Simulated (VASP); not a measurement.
# In (I4/mmm) in VASP: a series of runs

In is run at these levels: PBE; tasks: single point.

All numbers are computed with VASP 6.6.1; they aren't measurements. Logs are shortened: lines on timing, memory, paths and dates and some standing lists are left out, and cuts for length are marked.

### 1 The cell of the first run

The structure is tetragonal, space group I4/mmm (No. 139). The conventional cell has a = 3.251 Å, b = 3.251 Å, c = 4.947 Å, α = 90.00°, β = 90.00°, γ = 90.00°. In (site symmetry 4/mmm) has 12 In at 3.25 to 3.38 Å within 4.3 Å.

### 2 Single point, PBE

File INCAR:

```
SYSTEM = In
PREC     = Accurate       ! precision mode
ENCUT    = 520            ! plane-wave cutoff, eV
EDIFF    = 1E-6           ! SCF threshold, eV
ISMEAR   = 0              ! smearing method
SIGMA    = 0.02           ! smearing width, eV
LREAL    = .False.        ! projectors in reciprocal space
LASPH    = .True.         ! aspherical terms in the spheres
NELM     = 60             ! most SCF steps
ALGO     = Fast           ! electronic algorithm
ISIF     = 2              ! what is computed and relaxed
LWAVE    = .False.        ! write WAVECAR
LCHARG   = .False.        ! write CHGCAR
GGA      = PE             ! functional
NBANDS   = 12             ! bands
```

File KPOINTS:

```
Automatic mesh
0
Gamma
  11 11 11
  0 0 0
```

File POSCAR:

```
In
1.0
   -1.6254700000      1.6254700000      2.4737000000
    1.6254700000     -1.6254700000      2.4737000000
    1.6254700000      1.6254700000     -2.4737000000
In
1
Direct
    0.0000000000      0.0000000000      0.0000000000
```

Potentials or basis: VASP PAW PBE potentials, release 64 (In_d).

On the command line:

```sh
$ cat potpaw_PBE.64/In_d/POTCAR > POTCAR
$ mpirun -np 1 vasp_std > vasp.out
```

OUTCAR:

```text
SYSTEM = In
   PREC = Accurate
   ENCUT = 520
   EDIFF = 1E-6
   ISMEAR = 0
   LREAL = .False.
   LASPH = .True.
   NELM = 60
   ISIF = 2
   GGA = PE

 ion  position               nearest neighbor table
   1  0.000  0.000  0.000-

  LATTYP: Found a body centered tetragonal cell.
 ALAT       =     3.2509400000
 C/A-ratio  =     1.5218367611

  Lattice vectors:

 A1 = (  -1.6254700000,   1.6254700000,   2.4737000000)
 A2 = (   1.6254700000,  -1.6254700000,   2.4737000000)
 A3 = (   1.6254700000,   1.6254700000,  -2.4737000000)

Analysis of symmetry for initial positions (statically):
=====================================================================
 Subroutine PRICEL returns:
 Original cell was already a primitive cell.

 Routine SETGRP: Setting up the symmetry group for a
 body centered tetragonal supercell.

 Subroutine GETGRP returns: Found 16 space group operations
 (whereof 16 operations were pure point group operations)
 out of a pool of 16 trial point group operations.

The static configuration has the point symmetry D_4h.

Analysis of symmetry for dynamics (positions and initial velocities):
=====================================================================
 Subroutine PRICEL returns:
 Original cell was already a primitive cell.

 Routine SETGRP: Setting up the symmetry group for a
 body centered tetragonal supercell.

 Subroutine GETGRP returns: Found 16 space group operations
 (whereof 16 operations were pure point group operations)
 out of a pool of 16 trial point group operations.

The dynamic configuration has the point symmetry D_4h.

 Subroutine INISYM returns: Found 16 space group operations
 (whereof 16 operations are pure point group operations),
 and found     1 'primitive' translations

----------------------------------------------------------------------------------------

                                     Primitive cell

  volume of cell :      26.1436

  direct lattice vectors                    reciprocal lattice vectors
    -1.625470000  1.625470000  2.473700000     0.000000000  0.307603339  0.202126369
     1.625470000 -1.625470000  2.473700000     0.307603339  0.000000000  0.202126369
     1.625470000  1.625470000 -2.473700000     0.307603339  0.307603339  0.000000000

  length of vectors
     3.376906444  3.376906444  3.376906444     0.368069129  0.368069129  0.435016814

  position of ions in fractional coordinates (direct lattice)
     0.000000000  0.000000000  0.000000000

  ion indices of the primitive-cell ions
   primitive index   ion index
                 1           1

----------------------------------------------------------------------------------------

 KPOINTS: Automatic mesh

Automatic generation of k-mesh.
 Grid dimensions read from file:
 generate k-points for:   11   11   11

 Generating k-lattice:

  Cartesian coordinates                     Fractional coordinates (reciprocal lattice)
     0.000000000  0.027963940  0.018375124     0.090909091  0.000000000 -0.000000000
     0.027963940  0.000000000  0.018375124     0.000000000  0.090909091 -0.000000000
     0.027963940  0.027963940  0.000000000     0.000000000  0.000000000  0.090909091

  Length of vectors
     0.033460830  0.033460830  0.039546983

  Shift w.r.t. Gamma in fractional coordinates (k-lattice)
     0.000000000  0.000000000  0.000000000

 Subroutine IBZKPT returns following result:
 ===========================================

 Found    126 irreducible k-points:

 Following reciprocal coordinates:
            Coordinates               Weight
  0.000000  0.000000  0.000000      1.000000
  0.090909  0.000000 -0.000000      8.000000
  0.181818  0.000000 -0.000000      8.000000
  0.272727  0.000000 -0.000000      8.000000
  0.363636  0.000000 -0.000000      8.000000
  0.454545  0.000000 -0.000000      8.000000
[... 16 lines left out ...]
 -0.272727  0.181818 -0.000000     16.000000
 -0.181818  0.181818  0.000000      4.000000
 [... further k-points ...]
   k-points           NKPTS =    126   k-points in BZ     NKDIM =    126   number of bands    NBANDS=     12
   number of dos      NEDOS =    301   number of ions     NIONS =      1
   total plane-waves  NPLWV =  21952
   dimension x,y,z NGX =    28 NGY =   28 NGZ =   28
   dimension x,y,z NGXF=    56 NGYF=   56 NGZF=   56
   ions per type =               1
   NGX,Y,Z   is equivalent  to a cutoff of  13.78, 13.78, 13.78 a.u.
   NGXF,Y,Z  is equivalent  to a cutoff of  27.57, 27.57, 27.57 a.u.
 SYSTEM =  In
   PREC   = accura    normal or accurate (medium, high low for compatibility)
   ISTART =      0    job   : 0-new  1-cont  2-samecut
   ICHARG =      2    charge: 1-file 2-atom 10-const
   ISPIN  =      1    spin polarized calculation?
   LNONCOLLINEAR =      F non collinear calculations
   LSORBIT =      F    spin-orbit coupling
   LASPH  =      T    aspherical Exc in radial PAW
   ENCUT  =  520.0 eV  38.22 Ry    6.18 a.u.   6.28  6.28  6.28*2*pi/ulx,y,z
   NELM   =     60;   NELMIN=  2; NELMDL= -5     # of ELM steps
   EDIFF  = 0.1E-05   stopping-criterion for ELM
   LREAL  =      F    real-space projection
   EDIFFG = 0.1E-04   stopping-criterion for IOM
   NSW    =      0    number of steps for IOM
   IBRION =     -1    ionic relax: 0-MD 1-quasi-New 2-CG
   NFREE  =      0    steps in history (QN), initial steepest desc. (CG)
   ISIF   =      2    stress and relaxation
   ISYM   =      2    0-nonsym 1-usesym 2-fastsym
   POTIM  = 0.5000    time-step for ionic-motion
   TEBEG  =    0.0;   TEEND  =   0.0 temperature during run
   PSTRESS=    0.0 pullay stress
   NELECT =      13.0000    total number of electrons
   NUPDOWN=      -1.0000    fix difference up-down
   EMIN   =  10.00;   EMAX   =-10.00  energy-range for DOS
   EFERMI =   0.00;   METHOD = LEGACY
   ISMEAR =     0;   SIGMA  =   0.02  broadening in eV -4-tet -1-fermi 0-gaus
   EFERMI_NEDOS =   21; number of points for ismear=-14 and -15
   IALGO  =     68    algorithm
   IMIX   =      4    mixing-type and parameters
     AMIX     =   0.40;   BMIX     =  1.00
     AMIX_MAG =   1.60;   BMIX_MAG =  1.00
  volume/ion in A,a.u.               =      26.14       176.43
  Fermi-wavevector in a.u.,A,eV,Ry     =   1.296983  2.450943 22.887245  1.682165
  Thomas-Fermi vector in A             =   2.428405
   LORBIT       =      0    0 simple, 1 ext, 2 COOP (PROOUT), +10 PAW based schemes
   GGA     = PE    functional components
   LHFCALC =     F    Hartree Fock is set to
   AEXX    =    0.0000 exact exchange contribution
   IVDW    =     0    specifies the selected vdW correction
   LEPSILON=     F    determine dielectric tensor
   LRPA    =     F    only Hartree local field effects (RPA)
 non-spin polarized calculation
 RMM-DIIS sequential band-by-band and
 Gauss-broadening in eV      SIGMA  =   0.02
  energy-cutoff  :      520.00
  volume of cell :       26.14
 maximum number of plane-waves:       718
 NGX is ok and might be reduce to    28
   NGX = 13   NGY = 13   NGZ = 13

 number of electron      13.0000006 magnetization

 Free energy of the ion-electron system (eV)
  ---------------------------------------------------
  ext. energy  EPLUGINS =         0.00000000
  ---------------------------------------------------
  free energy    TOTEN  =        -2.54940726 eV

  energy without entropy =       -2.54934619  energy(sigma->0) =       -2.54937672

 E-fermi :   7.5711     XC(G=0): -10.2562

 val. band max:        7.5540881491   @ k =   0.3636   0.2727   0.1818
 cond. band min:       7.5923679820   @ k =  -0.4545  -0.4545   0.1818
 fundamental gap:      0.0382798329
 Fermi energy:         7.5711075631

 k-point     1 :       0.0000    0.0000    0.0000
  band No.  band energies     occupation
      1      -7.1758      2.00000
      2      -7.0717      2.00000
      3      -7.0717      2.00000
      4      -6.9912      2.00000
      5      -6.8854      2.00000
      6      -2.0182      2.00000
      7      18.0789      0.00000
      8      18.0789      0.00000
      9      18.2515      0.00000
     10      19.1095      0.00000
     11      21.5168      0.00000
     12      21.6204      0.00000

 k-point     2 :       0.0909    0.0000   -0.0000
  band No.  band energies     occupation
      1      -7.1632      2.00000
      2      -7.0727      2.00000
      3      -7.0589      2.00000
      4      -6.9880      2.00000
      5      -6.8904      2.00000
      6      -1.8367      2.00000
      7      16.0873      0.00000
      8      17.7561      0.00000
      9      17.8618      0.00000
     10      18.9198      0.00000
     11      21.8667      0.00000
     12      22.1118      0.00000

 k-point     3 :       0.1818    0.0000   -0.0000
  band No.  band energies     occupation
      1      -7.1439      2.00000
      2      -7.0825      2.00000
      3      -7.0328      2.00000
      4      -6.9602      2.00000
      5      -6.8953      2.00000
      6      -1.2859      2.00000
      7      12.9596      0.00000
      8      16.9030      0.00000
      9      17.4403      0.00000
     10      18.8604      0.00000
     11      20.7642      0.00000
     12      23.2352      0.00000
[... 286 lines left out ...]
 k-point    23 :      -0.2727    0.1818   -0.0000
  band No.  band energies     occupation
      1      -7.1648      2.00000
      2      -7.0380      2.00000
      3      -6.9867      2.00000
      4      -6.9624      2.00000
      5      -6.8731      2.00000
      6      -0.2941      2.00000
      7      12.2324      0.00000
      8      14.0449      0.00000
      9      15.2791      0.00000
     10      17.0922      0.00000
     11      18.0363      0.00000
     12      23.5995      0.00000

 k-point    24 :      -0.1818    0.1818    0.0000
  band No.  band energies     occupation
      1      -7.1417      2.00000
      2      -7.0435      2.00000
      3      -6.9970      2.00000
      4      -6.9922      2.00000
      5      -6.9083      2.00000
      6      -0.9973      2.00000
      7      14.7026      0.00000
      8      14.9537      0.00000
      9      15.6322      0.00000
     10      16.8607      0.00000
     11      19.0485      0.00000
     12      24.0114      0.00000

 [... further k-points ...]
[... 5 lines left out ...]
  --------------------------------------------------------------------------------------
  -------------------------------------------------------------------------------------
  Total        0.3504849      0.3504849      0.2451629      0.0000000      0.0000000      0.0000000
  in kB       21.4790415     21.4790415     15.0245102      0.0000000      0.0000000      0.0000000
  external PRESSURE =      19.3275311 kB  Pullay stress =       0.0000000 kB

 VOLUME and BASIS-vectors are now :
 -----------------------------------------------------------------------------
  energy-cutoff  :      520.00
  volume of cell :       26.14
      direct lattice vectors                 reciprocal lattice vectors
    -1.625470000  1.625470000  2.473700000     0.000000000  0.307603339  0.202126369
     1.625470000 -1.625470000  2.473700000     0.307603339  0.000000000  0.202126369
     1.625470000  1.625470000 -2.473700000     0.307603339  0.307603339  0.000000000

 POSITION                                       TOTAL-FORCE (eV/Angst)
 -----------------------------------------------------------------------------------
      0.00000      0.00000      0.00000         0.000000      0.000000      0.000000
 -----------------------------------------------------------------------------------
    total drift:                               -0.000000     -0.000000      0.000000

  FREE ENERGIE OF THE ION-ELECTRON SYSTEM (eV)
  ---------------------------------------------------
  free  energy   TOTEN  =        -2.5494072556 eV

  energy  without entropy=       -2.5493461859  energy(sigma->0) =       -2.54937672
```

Run time: 73 s. Hardware: 1 thread of Intel Xeon Platinum 8259CL at 2.50GHz (Skylake/Cascade Lake), shared host; peak memory 0.17 GiB.

What came out:

```yaml
Free_energy: -2.5494 eV
Pressure: 1.9 GPa
```

Levels at points of the mesh, in eV from the Fermi level:
```tsv
k point	band 2	band 3	band 4	band 5	band 6	band 7	band 8	band 9	band 10	band 11
(0.00, 0.00, 0.00)	-14.64	-14.64	-14.56	-14.46	-9.59	10.51	10.51	10.68	11.54	13.95
```

Caveat: spin-orbit coupling is left out, which moves the levels of the heavy elements.

[end of part 1 of 2]
